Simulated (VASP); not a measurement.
# AlNi3 (Fm-3m) in VASP: further runs, part 2 of 2

VASP 6.6.1. The steps go on from the part before.

**6. Single point, LDA**

This run uses another cell than the first one, of 10.60 Å³/atom, 0.847 times its volume.

File INCAR:

```
SYSTEM = AlNi3
PREC = Accurate ; ENCUT = 520
EDIFF = 1E-7 ; ISMEAR = 0
SIGMA = 0.15 ; LREAL = .FALSE.
LASPH = .TRUE. ; NELM = 60
ALGO = Normal ; ISIF = 2
LWAVE = .FALSE. ; LCHARG = .TRUE.
GGA = CA ; LELF = .TRUE.
LVHAR = .TRUE. ; NBANDS = 24
```

File KPOINTS:

```
regular mesh
0
G
  14 14 14
  0 0 0
```

File POSCAR:

```
AlNi3
1.0
    0.0000000000      2.7677403110      2.7677403110
    2.7677403110      0.0000000000      2.7677403110
    2.7677403110      2.7677403110      0.0000000000
Al Ni
1 3
Direct
    0.5000000000      0.5000000000      0.5000000000
    0.2500000000      0.2500000000      0.2500000000
    0.0000000000      0.0000000000      0.0000000000
    0.7500000000      0.7500000000      0.7500000000
```

Potentials or basis: VASP PAW LDA potentials, release 64 (Al, Ni).

Command:

```bash
$ cat potpaw_LDA.64/Al/POTCAR potpaw_LDA.64/Ni/POTCAR > POTCAR
$ mpirun -np 1 vasp_std > vasp.out
```

OUTCAR:

```text
SYSTEM = AlNi3
   PREC = Accurate
   ENCUT = 520
   EDIFF = 1E-7
   ISMEAR = 0
   LREAL = .FALSE.
   LASPH = .TRUE.
   NELM = 60
   ISIF = 2
   GGA = CA

 ion  position               nearest neighbor table
   1  0.500  0.500  0.500-   2 2.40   2 2.40   2 2.40   4 2.40   4 2.40   4 2.40   4 2.40   2 2.40
                             3 2.77   3 2.77   3 2.77   3 2.77   3 2.77   3 2.77
   2  0.250  0.250  0.250-   3 2.40   3 2.40   3 2.40   1 2.40   1 2.40   1 2.40   3 2.40   1 2.40
                             4 2.77   4 2.77   4 2.77   4 2.77   4 2.77   4 2.77
   3  0.000  0.000  0.000-   4 2.40   4 2.40   4 2.40   2 2.40   2 2.40   2 2.40   4 2.40   2 2.40
                             1 2.77   1 2.77   1 2.77   1 2.77   1 2.77   1 2.77
   4  0.750  0.750  0.750-   1 2.40   1 2.40   1 2.40   3 2.40   3 2.40   3 2.40   3 2.40   1 2.40
                             2 2.77   2 2.77   2 2.77   2 2.77   2 2.77   2 2.77

  LATTYP: Found a face centered cubic cell.
 ALAT       =     5.5354806220

  Lattice vectors:

 A1 = (   0.0000000000,   2.7677403110,   2.7677403110)
 A2 = (   2.7677403110,   0.0000000000,   2.7677403110)
 A3 = (   2.7677403110,   2.7677403110,   0.0000000000)

Analysis of symmetry for initial positions (statically):
=====================================================================
 Subroutine PRICEL returns:
 Original cell was already a primitive cell.

 Routine SETGRP: Setting up the symmetry group for a
 face centered cubic supercell.

 Subroutine GETGRP returns: Found 48 space group operations
 (whereof 48 operations were pure point group operations)
 out of a pool of 48 trial point group operations.

The static configuration has the point symmetry O_h .

Analysis of symmetry for dynamics (positions and initial velocities):
=====================================================================
 Subroutine PRICEL returns:
 Original cell was already a primitive cell.

 Routine SETGRP: Setting up the symmetry group for a
 face centered cubic supercell.

 Subroutine GETGRP returns: Found 48 space group operations
 (whereof 48 operations were pure point group operations)
[... 129 lines left out ...]
  Thomas-Fermi vector in A             =   2.616632
   LORBIT       =      0    0 simple, 1 ext, 2 COOP (PROOUT), +10 PAW based schemes
   GGA     = CA    functional components
   LHFCALC =     F    Hartree Fock is set to
   AEXX    =    0.0000 exact exchange contribution
   IVDW    =     0    specifies the selected vdW correction
   LEPSILON=     F    determine dielectric tensor
   LRPA    =     F    only Hartree local field effects (RPA)
 non-spin polarized calculation
 Gauss-broadening in eV      SIGMA  =   0.15
  energy-cutoff  :      520.00
  volume of cell :       42.40
 maximum number of plane-waves:      1163
 NGX is ok and might be reduce to    30
   NGX = 15   NGY = 15   NGZ = 15

 number of electron      33.0000034 magnetization

 Free energy of the ion-electron system (eV)
  ---------------------------------------------------
  ext. energy  EPLUGINS =         0.00000000
  ---------------------------------------------------
  free energy    TOTEN  =       -25.62824469 eV

  energy without entropy =      -25.59924246  energy(sigma->0) =      -25.61374358

 E-fermi :  10.1948     XC(G=0): -13.3203

 val. band max:       10.1942024546   @ k =  -0.2857   0.5000   0.2143
 cond. band min:      10.2106468950   @ k =   0.5000   0.2143   0.0714
 fundamental gap:      0.0164444404
 Fermi energy:        10.1947718566

 k-point     1 :       0.0000    0.0000    0.0000
  band No.  band energies     occupation
      1      -0.2164      2.00000
      2       6.3820      2.00000
      3       6.3820      2.00000
      4       6.5403      2.00000
      5       6.5403      2.00000
      6       6.5403      2.00000
[... 637 lines left out ...]
     23      18.1330      0.00000
     24      20.2194      0.00000

 [... further k-points ...]

------------------------ aborting loop because EDIFF is reached ----------------------------------------

  FORCE on cell =-STRESS in cart. coord.  units (eV):
  Direction    XX          YY          ZZ          XY          YZ          ZX
  --------------------------------------------------------------------------------------
  -------------------------------------------------------------------------------------
  Total        0.0732758      0.0732758      0.0732758      0.0000000     -0.0000000      0.0000000
  in kB        2.7686304      2.7686304      2.7686304      0.0000000     -0.0000000      0.0000000
  external PRESSURE =       2.7686304 kB  Pullay stress =       0.0000000 kB

 VOLUME and BASIS-vectors are now :
 -----------------------------------------------------------------------------
  energy-cutoff  :      520.00
  volume of cell :       42.40
      direct lattice vectors                 reciprocal lattice vectors
     0.000000000  2.767740311  2.767740311    -0.180652787  0.180652787  0.180652787
     2.767740311  0.000000000  2.767740311     0.180652787 -0.180652787  0.180652787
     2.767740311  2.767740311  0.000000000     0.180652787  0.180652787 -0.180652787

 POSITION                                       TOTAL-FORCE (eV/Angst)
 -----------------------------------------------------------------------------------
      2.76774      2.76774      2.76774         0.000000      0.000000      0.000000
      1.38387      1.38387      1.38387        -0.000000      0.000000     -0.000000
      0.00000      0.00000      0.00000         0.000000      0.000000      0.000000
      4.15161      4.15161      4.15161        -0.000000     -0.000000     -0.000000
 -----------------------------------------------------------------------------------
    total drift:                                0.000000     -0.000000      0.000000

  FREE ENERGIE OF THE ION-ELECTRON SYSTEM (eV)
  ---------------------------------------------------
  free  energy   TOTEN  =       -25.6282446880 eV

  energy  without entropy=      -25.5992424636  energy(sigma->0) =      -25.61374358
```

OSZICAR:

```text
N       E                     dE             d eps       ncg     rms          rms(c)
DAV:   1     0.187079855163E+03    0.18708E+03   -0.14267E+04  5104   0.179E+03
DAV:   2    -0.200627489574E+02   -0.20714E+03   -0.19514E+03  5016   0.324E+02
DAV:   3    -0.291137455750E+02   -0.90510E+01   -0.86352E+01  5896   0.938E+01
DAV:   4    -0.292492579737E+02   -0.13551E+00   -0.13541E+00  6184   0.101E+01
DAV:   5    -0.292537017683E+02   -0.44438E-02   -0.44437E-02  6392   0.167E+00    0.190E+01
DAV:   6    -0.287452222955E+02    0.50848E+00   -0.34062E+01  5816   0.104E+02    0.158E+01
DAV:   7    -0.258737191517E+02    0.28715E+01   -0.10246E+01  5888   0.700E+01    0.710E+00
DAV:   8    -0.258576507158E+02    0.16068E-01   -0.15717E+00  5560   0.394E+01    0.518E+00
DAV:   9    -0.256448778785E+02    0.21277E+00   -0.22772E-01  6960   0.158E+01    0.114E+00
DAV:  10    -0.256282261482E+02    0.16652E-01   -0.54179E-02  7808   0.416E+00    0.289E-01
DAV:  11    -0.256282396541E+02   -0.13506E-04   -0.57451E-03  6096   0.135E+00    0.106E-01
DAV:  12    -0.256282690388E+02   -0.29385E-04   -0.44143E-04  6112   0.398E-01    0.657E-02
DAV:  13    -0.256282446714E+02    0.24367E-04   -0.59505E-05  6064   0.222E-01    0.774E-03
DAV:  14    -0.256282451005E+02   -0.42904E-06   -0.81354E-06  5968   0.315E-02    0.858E-03
DAV:  15    -0.256282446822E+02    0.41829E-06   -0.12299E-06  5736   0.309E-02    0.844E-04
DAV:  16    -0.256282446880E+02   -0.58749E-08   -0.10595E-07  2728   0.435E-03
   1 F= -.25628245E+02 E0= -.25613744E+02  d E =-.290022E-01
```

stdout:

```text
POSCAR found type information on POSCAR AlNi
 POSCAR found :  2 types and       4 ions
 scaLAPACK will be used
 LDA part: xc-table for (Slater(with rela. corr.)+CA(PZ))
 , standard interpolation
 POSCAR, INCAR and KPOINTS ok, starting setup
 FFT: planning ... GRIDC
 FFT: planning ... GRID_SOFT
 FFT: planning ... GRID
 WAVECAR not read
 entering main loop
```

Wall time 58 s (1 thread of Intel Xeon 6975P-C (Granite Rapids), shared host); peak memory 0.2 GiB.

What came out:

| Property | Result |
| --- | --- |
| Free energy | -25.6282 eV |
| Pressure | 0.3 GPa |

**7. Summary**

| cell | gap on the mesh (eV) | pressure (GPa) |
| --- | --- | --- |
| a = 4.136 Å, angles 60.0°, 4 atoms | none | -24.4 |
| a = 3.664 Å, angles 60.0°, 4 atoms | none | 68.5 |
| a = 3.751 Å, angles 60.0°, 4 atoms | none | 37.7 |
| a = 3.834 Å, angles 60.0°, 4 atoms | none | 15.9 |
| a = 3.914 Å, angles 60.0°, 4 atoms | none | 0.3 |

Alike in all rows: task single point; level LDA; potentials or basis VASP PAW LDA potentials, release 64 (Al, Ni); no spin polarisation; k mesh 14 × 14 × 14; cutoff (eV) 520; smearing gaussian 0.15 eV.

Absolute energies hang on the potentials; compare differences alone.
